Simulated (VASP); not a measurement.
AlN:

```
CELL_PARAMETERS angstrom
-4.40317 -4.40317 4.40317
4.40317 -4.40317 -4.40317
4.40317 4.40317 4.40317
ATOMIC_POSITIONS crystal
Al 0.25000 0.00000 0.75000
Al 0.00000 0.00000 0.00000
Al 0.50000 0.75000 0.75000
Al 0.25000 0.75000 0.00000
Al 0.00000 0.75000 0.25000
Al 0.75000 0.00000 0.25000
Al 0.50000 0.00000 0.50000
Al 0.00000 0.25000 0.75000
Al 0.75000 0.50000 0.75000
Al 0.50000 0.50000 0.00000
Al 0.25000 0.50000 0.25000
Al 0.00000 0.50000 0.50000
Al 0.75000 0.75000 0.50000
Al 0.75000 0.25000 0.00000
Al 0.50000 0.25000 0.25000
Al 0.25000 0.25000 0.50000
N 0.25000 0.75000 0.75000
N 0.00000 0.75000 0.00000
N 0.50000 0.50000 0.75000
N 0.25000 0.50000 0.00000
N 0.00000 0.50000 0.25000
N 0.75000 0.75000 0.25000
N 0.50000 0.75000 0.50000
N 0.00000 0.00000 0.75000
N 0.75000 0.25000 0.75000
N 0.50000 0.25000 0.00000
N 0.25000 0.25000 0.25000
N 0.00000 0.25000 0.50000
N 0.75000 0.50000 0.50000
N 0.75000 0.00000 0.00000
N 0.50000 0.00000 0.25000
N 0.25000 0.00000 0.50000
```

Base run:

```yaml
Program: VASP 6.6.1
Functional: PBE
Potentials_or_basis: VASP PAW PBE potentials, release 64 (Al, N)
Cutoff: 520 eV
k_mesh: 4 × 4 × 4, shifted
Occupations: gaussian, width 0.01 eV
Spin: no spin polarisation
```

Its results: band gap on the k mesh 3.61 eV; pressure -0.4 GPa.

Problem. The run is repeated on the same cell with these changes: k mesh from 4 × 4 × 4, shifted to 2 × 2 × 2, shifted. What comes out?

Solution. Band gap on the k mesh 4.42 eV; pressure -0.4 GPa.

A k mesh can miss the band edges.
